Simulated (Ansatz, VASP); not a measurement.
## SnSe in VASP and in Ansatz

```
Se Sn
1.0
     3.66453    0.00000    0.00000
     0.00000    3.66453    0.00000
     0.00000    0.00000    3.66453
Se Sn
1 1
Direct
  0.00000 0.00000 0.00000
  0.50000 0.50000 0.50000
```

Alike in both runs: task single point; functional PBE; dispersion D3(BJ); k mesh 10 × 10 × 10; occupations gaussian, width 0.05 eV; no spin polarisation.

|  | VASP | Ansatz |
| --- | --- | --- |
| version | VASP 6.6.1 | Ansatz 0.2.0 |
| potentials or method | VASP PAW PBE potentials, release 64 (Se, Sn_d), cutoff 520 eV | scalar-relativistic, plane waves, PAW |
| valence electrons in the cell | 20 | 30 |

|  | VASP | Ansatz | Ansatz less VASP |
| --- | --- | --- | --- |
| gap on the k mesh at the Fermi level (eV) | none | none | - |
| pressure (GPa) | -1.9 | -1.9 | 0.00 |

A gap of «none» marks a metal or a gap that the smearing closes. VASP's potentials hold 20 valence electrons a cell and Ansatz's 30, so a difference there can come from the potentials and not from the codes.
